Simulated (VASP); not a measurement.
CdSe:

```xyz
2
Lattice="0.0000 3.0288 3.0288 3.0288 0.0000 3.0288 3.0288 3.0288 0.0000" Properties=species:S:1:pos:R:3 pbc="T T T"
Cd    0.0000    0.0000    0.0000
Se    1.5144    1.5144    1.5144
```

Base run:

| Property | Result |
| --- | --- |
| Program | VASP 6.6.1 |
| Functional | r2SCAN |
| Dispersion | D3(BJ) |
| Potentials or basis | VASP PAW PBE potentials, release 64 (Cd, Se) |
| Cutoff | 520 eV |
| k mesh | 8 × 8 × 8 |
| Occupations | fermi-dirac, width 0.05 eV |
| Spin | no spin polarisation |

Its results: band gap on the k mesh 1.11 eV, direct; pressure 1.5 GPa.

Question: The run is repeated on the same cell with these changes: functional from r2SCAN to revPBE. What comes out?

Answer: Band gap on the k mesh 0.76 eV, direct; pressure 1.1 GPa.

r2SCAN gives the wider gap, since meta-GGAs in the generalised Kohn-Sham scheme recover part of the derivative discontinuity.

Caveats: the PAW data sets were made with another functional, which shifts forces and pressure a little.

